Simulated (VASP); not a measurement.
# InPd: single point with LDA

The system is InPd.

```
In Pd
1.0
     3.29355    0.00000    0.00000
     0.00000    3.29355    0.00000
     0.00000    0.00000    3.29355
In Pd
1 1
Direct
  0.00000 0.00000 0.00000
  0.50000 0.50000 0.50000
```

```json
{
 "Program": "VASP 6.6.1",
 "Task": "single point",
 "Functional": "LDA",
 "Potentials or basis": "VASP PAW LDA potentials, release 64 (In_d, Pd)",
 "Cutoff": "520 eV",
 "k mesh": "8 × 8 × 8",
 "Occupations": "fermi-dirac, width 0.05 eV",
 "Spin": "no spin polarisation",
 "Dipole correction": "no",
 "Further INCAR settings": "ALGO = Normal; EDIFF = 1e-06; NBANDS = 18"
}
```

- Pressure: -8.8 GPa

Levels at points of the mesh, in eV from the Fermi level:
```tsv
k point	band 10	band 11	band 12	band 13	band 14	band 15
(0.00, 0.00, 0.00)	-2.13	-2.13	4.20	4.20	4.20	9.10
(0.50, 0.00, 0.00)	-3.09	-2.20	-1.00	9.38	9.38	10.02
(0.50, 0.50, 0.00)	-2.17	-2.17	-1.55	1.40	2.47	9.26
(0.50, 0.50, 0.50)	-1.51	-0.24	3.88	3.88	3.88	4.41
```

Wall time 8.5 s on 1 thread of Intel(R) Xeon(R) Platinum 8488C (Sapphire Rapids), on a shared host, peak memory 0.14 GiB.

Caveat: spin-orbit coupling is left out, which moves the levels of the heavy elements.
